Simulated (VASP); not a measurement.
Crystal: Sn6Ge.

```
Sn Ge
1.0
     6.41349    0.00000    0.00000
    -3.20674    5.55424    0.00000
     0.00000    0.00000    5.94330
Sn Ge
6 1
Direct
  0.66886 0.66886 0.26073
  0.00000 0.66886 0.73927
  0.66886 0.00000 0.73927
  0.33114 0.33114 0.73927
  0.00000 0.33114 0.26073
  0.33114 0.00000 0.26073
  0.00000 0.00000 0.00000
```

```yaml
Program: VASP 6.6.1
Task: relaxation of cell and atoms
Functional: PBE
Potentials_or_basis: VASP PAW PBE potentials, release 64 (Sn_d, Ge_d)
Cutoff: 600 eV
k_mesh: 3 × 3 × 3
Occupations: gaussian, width 0.2 eV
Spin: no spin polarisation
```

At the start: pressure 0.7 GPa; volume 30.24 Å³/atom.

Question: How do energy, volume and symmetry change on relaxing?

Answer: Over 11 steps the energy falls by 218.6 meV/atom and the volume is 28.57 Å³/atom (-5.6 %); space group P-31m (No. 162, to 0.05 Å).

Step by step:
```csv
step,energy change (eV),largest force (eV/Å),pressure (GPa),volume (Å³)
1,0.0000,1.4852,0.72,211.71
2,-0.5302,0.9600,-1.73,215.89
3,-0.9212,0.0635,-4.46,227.06
4,-1.2484,0.2402,-2.91,215.84
5,-1.3364,0.5215,-1.34,208.69
6,-1.3384,0.5709,-1.11,207.63
7,-1.4557,0.3663,-0.72,204.47
8,-1.5260,0.1238,0.06,200.07
9,-1.5271,0.0966,0.16,199.41
10,-1.5271,0.0898,0.24,199.25
11,-1.5299,0.0640,0.03,199.96
```

Final structure:
```
CELL_PARAMETERS angstrom
5.98911 0.00000 0.00000
-2.99455 5.18672 0.00000
0.00000 0.00000 6.43705
ATOMIC_POSITIONS crystal
Sn 0.63468 0.63468 0.29595
Sn 0.00000 0.63468 0.70405
Sn 0.63468 0.00000 0.70405
Sn 0.36532 0.36532 0.70405
Sn 0.00000 0.36532 0.29595
Sn 0.36532 0.00000 0.29595
Ge 0.00000 0.00000 0.00000
```

Caveat: the k points lie up to 0.40 Å⁻¹ apart in the final cell; the relaxation stopped at a loose force limit of 0.08 eV/Å, so its end isn't a converged minimum.
